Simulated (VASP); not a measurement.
In3Sb2As:

```
In Sb As
1.0
     5.58093    0.00000    0.00000
     0.00000    3.41654    4.42710
     0.00000   -3.41654    4.42710
In Sb As
3 2 1
Direct
  0.00000 0.11250 0.59609
  0.00000 0.59609 0.11250
  0.00000 0.19316 0.19316
  0.50000 0.44198 0.98889
  0.50000 0.98889 0.44198
  0.50000 0.39077 0.39077
```

The cell was generated, and may not be a known phase.

| Item | Value |
| --- | --- |
| Program | VASP 6.6.1 |
| Task | relaxation of cell and atoms |
| Functional | PBE |
| Potentials or basis | VASP PAW PBE potentials, release 64 (In_d, Sb, As) |
| Cutoff | 600 eV |
| k mesh | 3 × 3 × 3 |
| Occupations | gaussian, width 0.2 eV |
| Spin | no spin polarisation |

At the start: pressure 28.8 GPa; volume 28.14 Å³/atom.

Task: How do energy, volume and symmetry change on relaxing?

Result: Over 26 steps the energy falls by 1568.6 meV/atom and the volume is 30.25 Å³/atom (+7.5 %); space group Amm2 (No. 38, to 0.1 Å) before and after.

Step by step:
```tsv
step	energy change (eV)	largest force (eV/Å)	pressure (GPa)	volume (Å³)
1	0.0000	14.2633	28.81	168.83
2	-4.4961	1.6296	-5.29	318.99
3	-5.0193	1.3376	-5.57	302.12
4	-5.5357	1.0169	-5.79	286.94
5	-7.9369	0.4116	-4.67	223.45
6	-8.2797	2.0256	0.32	195.06
7	-8.3550	0.9261	-2.60	206.85
8	-8.3834	1.2127	-1.82	202.96
9	-8.3837	1.2875	-1.62	202.07
10	-8.5566	1.0028	-0.80	194.14
11	-8.6519	0.8434	1.00	182.83
12	-8.7328	0.5839	0.29	182.69
13	-8.7421	0.8052	0.06	182.61
14	-8.8852	0.7152	-0.57	182.83
15	-9.1946	0.4815	-0.39	182.65
16	-9.1728	0.9739	0.59	182.18
17	-9.2052	0.6134	-0.16	182.53
18	-9.2497	0.6672	0.43	180.85
19	-9.2687	0.5767	0.16	181.45
20	-9.3365	0.3437	-0.53	182.61
21	-9.3658	0.2636	-0.80	183.72
22	-9.3909	0.1426	1.06	176.87
23	-9.3983	0.1311	0.41	178.94
24	-9.4083	0.0635	0.13	180.23
25	-9.4085	0.0719	0.16	180.08
26	-9.4115	0.0703	-0.15	181.53
```

Final structure:
```cif
data_structure
_symmetry_space_group_name_H-M 'P 1'
_symmetry_Int_Tables_number 1
_cell_length_a 5.8227
_cell_length_b 5.9080
_cell_length_c 5.9080
_cell_angle_alpha 63.276
_cell_angle_beta 90.000
_cell_angle_gamma 90.000
_cell_volume 181.53
loop_
_atom_site_label
_atom_site_type_symbol
_atom_site_fract_x
_atom_site_fract_y
_atom_site_fract_z
_atom_site_occupancy
In1 In 0.00000 0.13935 0.62415 1
In2 In 0.00000 0.62415 0.13935 1
In3 In 0.00000 0.12884 0.12884 1
Sb1 Sb 0.50000 0.44437 0.95062 1
Sb2 Sb 0.50000 0.95062 0.44437 1
As1 As 0.50000 0.43606 0.43606 1
```

Caveat: the k points lie up to 0.40 Å⁻¹ apart in the final cell, too coarse for converged energies and pressures of a metal; the relaxation stopped at a loose force limit of 0.08 eV/Å, so its end isn't a converged minimum.
